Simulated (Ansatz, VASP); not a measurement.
Sr: VASP beside Ansatz

The input INCAR:

```
SYSTEM = Sr
ALGO = Normal ; EDIFF = 1E-6
ENCUT = 520 ; GGA = PE
ISIF = 2 ; ISMEAR = 0
LASPH = .True. ; LCHARG = .False.
LREAL = .False. ; LWAVE = .False.
NBANDS = 11 ; NELM = 100
PREC = Accurate ; SIGMA = 0.1
```

The input KPOINTS:

```
k-points
0
Gamma
  12 12 12
  0 0 0
```

File POSCAR:

```
Sr
1.0
    0.0000000000      3.0634030620      3.0634030620
    3.0634030620      0.0000000000      3.0634030620
    3.0634030620      3.0634030620      0.0000000000
Sr
1
Direct
    0.0000000000      0.0000000000      0.0000000000
```

Input for Ansatz:

```yaml
crystal:
  lattice:
    - [0.0, 3.063403062, 3.063403062]
    - [3.063403062, 0.0, 3.063403062]
    - [3.063403062, 3.063403062, 0.0]
  atoms:
    - { symbol: Sr, position: [0.0, 0.0, 0.0] }
basis:
  ecutwfc: 420
kpoints:
  mp_grid: { grid: [12, 12, 12] }
hamiltonian:
  xc: pbe
scf:
  occupations: { method: gaussian, width: 0.1 }
output:
  forces: true
  stress: true
  eigenvalues: true
```

Alike in both runs: task single point; functional PBE; k mesh 12 × 12 × 12; occupations gaussian, width 0.1 eV; no spin polarisation.

|  | VASP | Ansatz |
| --- | --- | --- |
| version | VASP 6.6.1 | Ansatz 0.2.0 |
| potentials or method | VASP PAW PBE potentials, release 64 (Sr_sv), cutoff 520 eV | scalar-relativistic, plane waves, PAW |
| valence electrons in the cell | 10 | 10 |

```csv
,VASP,Ansatz,Ansatz less VASP
gap on the k mesh at the Fermi level (eV),none,none,-
pressure (GPa),-0.5,-0.5,0.00
```

A gap of «none» marks a metal or a gap that the smearing closes. The functional is the same, so the differences come from potentials, cutoffs and numerics.
